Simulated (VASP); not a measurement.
# Al2Pt (Fm-3m) in VASP: further runs

The runs below take Al2Pt through single point, relaxation of cell and atoms, with PBE.

Program: VASP 6.6.1. These are calculated values, not measurements. Logs are shortened: lines on timing, memory, paths and dates and some standing lists are left out, and cuts for length are marked.

## Step 1: The cell of the first run

The structure is cubic, space group Fm-3m (No. 225). The conventional cell has a = 5.910 Å, b = 5.910 Å, c = 5.910 Å, α = 90.00°, β = 90.00°, γ = 90.00°. Al (site symmetry -43m) has 4 Pt at 2.56 Å and 6 Al at 2.95 Å within 3.4 Å. Pt (site symmetry m-3m) has 8 Al at 2.56 Å within 3.4 Å.

## Step 2: Single point, PBE

INCAR

```
PREC     = Accurate       # precision mode
ENCUT    = 520            # plane-wave cutoff, eV
EDIFF    = 1E-6           # SCF threshold, eV
ISMEAR   = 0              # smearing method
SIGMA    = 0.1            # smearing width, eV
LREAL    = False          # projectors in reciprocal space
LASPH    = True           # aspherical terms in the spheres
NELM     = 80             # most SCF steps
ALGO     = Normal         # electronic algorithm
ISIF     = 2              # what is computed and relaxed
LWAVE    = False          # write WAVECAR
LCHARG   = False          # write CHGCAR
GGA      = PE             # functional
NBANDS   = 15             # bands
```

KPOINTS

```
Automatic mesh
0
Gamma
  6 6 6
```

POSCAR

```
Al2Pt
1.0
    0.0000000000      2.9549999200      2.9549999200
    2.9549999200      0.0000000000      2.9549999200
    2.9549999200      2.9549999200      0.0000000000
Al Pt
2 1
Direct
    0.2500000000      0.2500000000      0.2500000000
    0.7500000000      0.7500000000      0.7500000000
    0.0000000000      0.0000000000      0.0000000000
```

Potentials or basis: VASP PAW PBE potentials, release 64 (Al, Pt).

Started as:

```bash
cat potpaw_PBE.64/Al/POTCAR potpaw_PBE.64/Pt/POTCAR > POTCAR
mpirun -np 1 vasp_std > vasp.out
```

OUTCAR:

```text
PREC = Accurate
   ENCUT = 520
   EDIFF = 1E-6
   ISMEAR = 0
   LREAL = False
   LASPH = True
   NELM = 80
   ISIF = 2
   GGA = PE

 ion  position               nearest neighbor table
   1  0.250  0.250  0.250-   3 2.56   3 2.56   3 2.56   3 2.56   2 2.95   2 2.95   2 2.95   2 2.95
                             2 2.95   2 2.95
   2  0.750  0.750  0.750-   3 2.56   3 2.56   3 2.56   3 2.56   1 2.95   1 2.95   1 2.95   1 2.95
                             1 2.95   1 2.95
   3  0.000  0.000  0.000-   2 2.56   2 2.56   2 2.56   1 2.56   1 2.56   1 2.56   2 2.56   1 2.56

  LATTYP: Found a face centered cubic cell.
 ALAT       =     5.9099998400

  Lattice vectors:

 A1 = (   0.0000000000,   2.9549999200,   2.9549999200)
 A2 = (   2.9549999200,   0.0000000000,   2.9549999200)
 A3 = (   2.9549999200,   2.9549999200,   0.0000000000)

Analysis of symmetry for initial positions (statically):
=====================================================================
 Subroutine PRICEL returns:
 Original cell was already a primitive cell.

 Routine SETGRP: Setting up the symmetry group for a
 face centered cubic supercell.

 Subroutine GETGRP returns: Found 48 space group operations
 (whereof 48 operations were pure point group operations)
 out of a pool of 48 trial point group operations.

The static configuration has the point symmetry O_h .

Analysis of symmetry for dynamics (positions and initial velocities):
=====================================================================
 Subroutine PRICEL returns:
 Original cell was already a primitive cell.

 Routine SETGRP: Setting up the symmetry group for a
 face centered cubic supercell.

 Subroutine GETGRP returns: Found 48 space group operations
 (whereof 48 operations were pure point group operations)
 out of a pool of 48 trial point group operations.

The dynamic configuration has the point symmetry O_h .

 Subroutine INISYM returns: Found 48 space group operations
 (whereof 48 operations are pure point group operations),
 and found     1 'primitive' translations

----------------------------------------------------------------------------------------

                                     Primitive cell

  volume of cell :      51.6063

  direct lattice vectors                    reciprocal lattice vectors
     0.000000000  2.954999920  2.954999920    -0.169204742  0.169204742  0.169204742
     2.954999920  0.000000000  2.954999920     0.169204742 -0.169204742  0.169204742
     2.954999920  2.954999920  0.000000000     0.169204742  0.169204742 -0.169204742

  length of vectors
     4.179000964  4.179000964  4.179000964     0.293071211  0.293071211  0.293071211

  position of ions in fractional coordinates (direct lattice)
     0.250000000  0.250000000  0.250000000
     0.750000000  0.750000000  0.750000000
     0.000000000  0.000000000  0.000000000

  ion indices of the primitive-cell ions
   primitive index   ion index
                 1           1
                 2           2
                 3           3

----------------------------------------------------------------------------------------

 KPOINTS: Automatic mesh

Automatic generation of k-mesh.
 Grid dimensions read from file:
 generate k-points for:    6    6    6

 Generating k-lattice:

  Cartesian coordinates                     Fractional coordinates (reciprocal lattice)
    -0.028200790  0.028200790  0.028200790     0.166666667  0.000000000  0.000000000
     0.028200790 -0.028200790  0.028200790     0.000000000  0.166666667  0.000000000
     0.028200790  0.028200790 -0.028200790     0.000000000  0.000000000  0.166666667

  Length of vectors
     0.048845202  0.048845202  0.048845202

  Shift w.r.t. Gamma in fractional coordinates (k-lattice)
     0.000000000  0.000000000  0.000000000

 Subroutine IBZKPT returns following result:
 ===========================================

 Found     16 irreducible k-points:

 Following reciprocal coordinates:
            Coordinates               Weight
  0.000000  0.000000  0.000000      1.000000
  0.166667  0.000000  0.000000      8.000000
  0.333333  0.000000  0.000000      8.000000
  0.500000  0.000000  0.000000      4.000000
  0.166667  0.166667  0.000000      6.000000
  0.333333  0.166667  0.000000     24.000000
[... 8 lines left out ...]
 -0.333333  0.333333  0.166667     24.000000
 -0.333333  0.500000  0.166667     12.000000
   k-points           NKPTS =     16   k-points in BZ     NKDIM =     16   number of bands    NBANDS=     15
   number of dos      NEDOS =    301   number of ions     NIONS =      3
   total plane-waves  NPLWV =  32768
   dimension x,y,z NGX =    32 NGY =   32 NGZ =   32
   dimension x,y,z NGXF=    64 NGYF=   64 NGZF=   64
   ions per type =               2   1
   NGX,Y,Z   is equivalent  to a cutoff of  12.73, 12.73, 12.73 a.u.
   NGXF,Y,Z  is equivalent  to a cutoff of  25.46, 25.46, 25.46 a.u.
 SYSTEM =  unknown system
   PREC   = accura    normal or accurate (medium, high low for compatibility)
   ISTART =      0    job   : 0-new  1-cont  2-samecut
   ICHARG =      2    charge: 1-file 2-atom 10-const
   ISPIN  =      1    spin polarized calculation?
   LNONCOLLINEAR =      F non collinear calculations
   LSORBIT =      F    spin-orbit coupling
   LASPH  =      T    aspherical Exc in radial PAW
   ENCUT  =  520.0 eV  38.22 Ry    6.18 a.u.   7.77  7.77  7.77*2*pi/ulx,y,z
   NELM   =     80;   NELMIN=  2; NELMDL= -5     # of ELM steps
   EDIFF  = 0.1E-05   stopping-criterion for ELM
   LREAL  =      F    real-space projection
   EDIFFG = 0.1E-04   stopping-criterion for IOM
   NSW    =      0    number of steps for IOM
   IBRION =     -1    ionic relax: 0-MD 1-quasi-New 2-CG
   NFREE  =      0    steps in history (QN), initial steepest desc. (CG)
   ISIF   =      2    stress and relaxation
   ISYM   =      2    0-nonsym 1-usesym 2-fastsym
   POTIM  = 0.5000    time-step for ionic-motion
   TEBEG  =    0.0;   TEEND  =   0.0 temperature during run
   PSTRESS=    0.0 pullay stress
   NELECT =      16.0000    total number of electrons
   NUPDOWN=      -1.0000    fix difference up-down
   EMIN   =  10.00;   EMAX   =-10.00  energy-range for DOS
   EFERMI =   0.00;   METHOD = LEGACY
   ISMEAR =     0;   SIGMA  =   0.10  broadening in eV -4-tet -1-fermi 0-gaus
   EFERMI_NEDOS =   21; number of points for ismear=-14 and -15
   IALGO  =     38    algorithm
   IMIX   =      4    mixing-type and parameters
     AMIX     =   0.40;   BMIX     =  1.00
     AMIX_MAG =   1.60;   BMIX_MAG =  1.00
  volume/ion in A,a.u.               =      17.20       116.09
  Fermi-wavevector in a.u.,A,eV,Ry     =   1.108019  2.093853 16.703967  1.227707
  Thomas-Fermi vector in A             =   2.244541
   LORBIT       =      0    0 simple, 1 ext, 2 COOP (PROOUT), +10 PAW based schemes
   GGA     = PE    functional components
   LHFCALC =     F    Hartree Fock is set to
   AEXX    =    0.0000 exact exchange contribution
   IVDW    =     0    specifies the selected vdW correction
   LEPSILON=     F    determine dielectric tensor
   LRPA    =     F    only Hartree local field effects (RPA)
 non-spin polarized calculation
 Gauss-broadening in eV      SIGMA  =   0.10
  energy-cutoff  :      520.00
  volume of cell :       51.61
 maximum number of plane-waves:      1411
   NGX = 15   NGY = 15   NGZ = 15

 number of electron      16.0000000 magnetization

 Free energy of the ion-electron system (eV)
  ---------------------------------------------------
  ext. energy  EPLUGINS =         0.00000000
  ---------------------------------------------------
  free energy    TOTEN  =       -16.26361184 eV

  energy without entropy =      -16.26068974  energy(sigma->0) =      -16.26215079

 E-fermi :   7.9237     XC(G=0): -10.7008

 val. band max:        7.8711590435   @ k =  -0.3333   0.3333   0.0000
 cond. band min:       8.1395323964   @ k =   0.5000   0.3333   0.1667
 fundamental gap:      0.2683733529
 Fermi energy:         7.9236842744

 k-point     1 :       0.0000    0.0000    0.0000
  band No.  band energies     occupation
      1      -2.3276      2.00000
      2       2.8414      2.00000
      3       2.8414      2.00000
      4       2.8414      2.00000
      5       4.1955      2.00000
      6       4.1955      2.00000
      7      10.8595      0.00000
      8      11.7229      0.00000
      9      11.7229      0.00000
     10      11.7229      0.00000
     11      13.3077      0.00000
     12      13.3077      0.00000
     13      13.3077      0.00000
     14      14.2392      0.00000
     15      14.2392      0.00000

 k-point     2 :       0.1667    0.0000    0.0000
  band No.  band energies     occupation
      1      -1.9490      2.00000
      2       2.6302      2.00000
      3       2.9588      2.00000
      4       2.9588      2.00000
      5       4.1648      2.00000
      6       4.1648      2.00000
      7       8.6729      0.00000
      8      10.8511      0.00000
      9      10.8511      0.00000
     10      11.3512      0.00000
     11      13.6444      0.00000
     12      13.6808      0.00000
     13      13.6808      0.00000
     14      14.3366      0.00000
     15      14.3366      0.00000

 k-point     3 :       0.3333    0.0000    0.0000
  band No.  band energies     occupation
      1      -0.9116      2.00000
      2       2.1888      2.00000
      3       3.1293      2.00000
      4       3.1293      2.00000
      5       4.2557      2.00000
      6       4.2557      2.00000
      7       5.5932      2.00000
      8       9.5466      0.00000
      9       9.5466      0.00000
     10      11.7532      0.00000
     11      13.1874      0.00000
     12      13.1874      0.00000
     13      13.2183      0.00000
     14      16.2097      0.00000
     15      16.2097      0.00000

 k-point     4 :       0.5000    0.0000    0.0000
  band No.  band energies     occupation
      1       0.0010      2.00000
      2       1.7935      2.00000
      3       3.1626      2.00000
      4       3.1626      2.00000
      5       4.1872      2.00000
      6       4.4180      2.00000
      7       4.4180      2.00000
      8       8.9178      0.00000
      9       8.9178      0.00000
     10      11.6734      0.00000
     11      13.0531      0.00000
     12      13.0531      0.00000
     13      13.2741      0.00000
     14      17.5627      0.00000
     15      17.5627      0.00000
[... 163 lines left out ...]
 k-point    14 :       0.5000    0.3333    0.1667
  band No.  band energies     occupation
      1       0.0444      2.00000
      2       2.0118      2.00000
      3       3.0458      2.00000
      4       3.6281      2.00000
      5       3.9405      2.00000
      6       4.3127      2.00000
      7       5.3371      2.00000
      8       6.5698      2.00000
      9       8.1395      0.00227
     10      12.2468      0.00000
     11      12.5135      0.00000
     12      13.7611      0.00000
     13      15.7588      0.00000
     14      16.7336      0.00000
     15      17.3213      0.00000

 k-point    15 :      -0.3333    0.3333    0.1667
  band No.  band energies     occupation
      1       1.0329      2.00000
      2       1.8530      2.00000
      3       2.9102      2.00000
      4       3.3222      2.00000
      5       3.7709      2.00000
      6       4.4220      2.00000
      7       4.8448      2.00000
      8       6.1152      2.00000
      9       7.5426      2.00000
     10      12.1947      0.00000
     11      13.0973      0.00000
     12      14.5332      0.00000
     13      15.2302      0.00000
     14      16.4394      0.00000
     15      17.8880      0.00000

 k-point    16 :      -0.3333    0.5000    0.1667
  band No.  band energies     occupation
      1       1.8383      2.00000
      2       1.9556      2.00000
      3       2.0831      2.00000
      4       3.3860      2.00000
      5       4.1110      2.00000
      6       4.6096      2.00000
      7       4.6343      2.00000
      8       5.6570      2.00000
      9       6.8925      2.00000
     10      12.0578      0.00000
     11      12.6205      0.00000
     12      14.3015      0.00000
     13      15.9944      0.00000
     14      18.0010      0.00000
     15      19.2503      0.00000

------------------------ aborting loop because EDIFF is reached ----------------------------------------

  FORCE on cell =-STRESS in cart. coord.  units (eV):
  Direction    XX          YY          ZZ          XY          YZ          ZX
  --------------------------------------------------------------------------------------
  -------------------------------------------------------------------------------------
  Total        0.7206475      0.7206475      0.7206475      0.0000000     -0.0000000     -0.0000000
  in kB       22.3733525     22.3733525     22.3733525      0.0000000     -0.0000000     -0.0000000
  external PRESSURE =      22.3733525 kB  Pullay stress =       0.0000000 kB

 VOLUME and BASIS-vectors are now :
 -----------------------------------------------------------------------------
  energy-cutoff  :      520.00
  volume of cell :       51.61
      direct lattice vectors                 reciprocal lattice vectors
     0.000000000  2.954999920  2.954999920    -0.169204742  0.169204742  0.169204742
     2.954999920  0.000000000  2.954999920     0.169204742 -0.169204742  0.169204742
     2.954999920  2.954999920  0.000000000     0.169204742  0.169204742 -0.169204742

 POSITION                                       TOTAL-FORCE (eV/Angst)
 -----------------------------------------------------------------------------------
      1.47750      1.47750      1.47750        -0.000000     -0.000000      0.000000
      4.43250      4.43250      4.43250         0.000000      0.000000      0.000000
      0.00000      0.00000      0.00000         0.000000      0.000000     -0.000000
 -----------------------------------------------------------------------------------
    total drift:                                0.000000     -0.000000      0.000000

  FREE ENERGIE OF THE ION-ELECTRON SYSTEM (eV)
  ---------------------------------------------------
  free  energy   TOTEN  =       -16.2636118419 eV

  energy  without entropy=      -16.2606897352  energy(sigma->0) =      -16.26215079
```

Run time: 5.1 s. Hardware: 1 thread of Intel Xeon 6975P-C (Granite Rapids), shared host; peak memory 0.17 GiB.

Results:

* Free energy: -16.2636 eV
* Pressure: 2.2 GPa
* Band gap on the k mesh: zero (band 8 reaches 11.72 eV, above the bottom of band 9 at 6.30 eV)

Caveat: spin-orbit coupling is left out, which moves the levels of the heavy elements.

[end of part 1 of 2]
